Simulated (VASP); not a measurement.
Set up this calculation in VASP 6.6.1, as the native input.

- Task: single point
- Functional: PBE
- Potentials or basis: VASP PAW PBE potentials, release 64 (Y_sv, Ta_pv, F)
- Cutoff: 520 eV
- k mesh: 6 × 6 × 10
- Occupations: gaussian, width 0.1 eV
- Spin: no spin polarisation
- Dipole correction: no
- Further INCAR settings: ALGO = Normal; EDIFF = 1e-06; NBANDS = 38

The structure of Y3TaF2 lies in POSCAR:

```
Y3TaF2
1.0
    7.0297049010      0.0000000000      0.0000000000
   -3.5148524505      6.0879030254      0.0000000000
    0.0000000000      0.0000000000      3.3987944512
Y Ta F
3 1 2
Direct
    0.3643061373      0.0000000000      0.0000000000
    0.0000000000      0.3643061373      0.0000000000
    0.6356938627      0.6356938627      0.0000000000
    0.0000000000      0.0000000000      0.5000000000
    0.3333333333      0.6666666667      0.0000000000
    0.6666666667      0.3333333333      0.0000000000
```

These files were run (other wordings do the same):

INCAR

```
ALGO = Normal
EDIFF = 1E-6
ENCUT = 520
GGA = PE
ISIF = 2
ISMEAR = 0
LASPH = True
LCHARG = False
LREAL = False
LWAVE = False
NBANDS = 38
NELM = 80
PREC = Accurate
SIGMA = 0.1
```

KPOINTS

```
k-points
0
Gamma
  6 6 10
```

Potentials or basis: VASP PAW PBE potentials, release 64 (Y_sv, Ta_pv, F).

Command:

```console
$ cat potpaw_PBE.64/Y_sv/POTCAR potpaw_PBE.64/Ta_pv/POTCAR potpaw_PBE.64/F/POTCAR > POTCAR
$ mpirun -np 1 vasp_std > vasp.out
```

Results of the run:

- Pressure: -0.1 GPa
- Largest force: 0.013 eV/Å
- Band gap on the k mesh: zero (bands 29 and 30 overlap by 0.21 eV)

Caveat: spin-orbit coupling is left out, which moves the levels of the heavy elements.

Wall time 2.4 min on 1 thread of Intel(R) Xeon(R) 6975P-C (Granite Rapids) (shared host), peak memory 0.41 GiB.
